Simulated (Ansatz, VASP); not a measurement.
# GaP2 in VASP and in Ansatz

```
Ga P
1.0
     1.80777   -1.80866    0.00000
     1.80777    1.80866    0.00000
     0.00000    0.00000    7.75964
Ga P
1 2
Cartesian
  1.8078 0.0000 3.8798
  1.8078 0.0000 6.6179
  1.8078 0.0000 1.1417
```

Change from the starting cell: the structure that the rattled cell fell into.

Alike in both runs: functional PBE; k mesh 18 × 18 × 6; occupations gaussian, width 0.1 eV; no spin polarisation.

Ansatz relaxed the structure, and its values are those at the end. VASP's run is a single point on that final structure, the one shown.

```csv
,VASP,Ansatz
version,VASP 6.6.1,Ansatz 0.2.0
potentials or method,"VASP PAW PBE potentials, release 64 (Ga_d, P), cutoff 520 eV","scalar-relativistic, plane waves, PAW"
valence electrons in the cell,23,23
```

Ansatz gave:

| Quantity | Value |
| --- | --- |
| gap on the k mesh at the Fermi level (eV) | none |
| pressure (GPa) | 0.0 |
| rms of the force components (eV/Å) | 0.000 |

Q: Which values does VASP return?

A: gap on the k mesh at the Fermi level (eV): none; pressure (GPa): -0.1; rms of the force components (eV/Å): 0.016.

A gap of «none» marks a metal or a gap that the smearing closes.
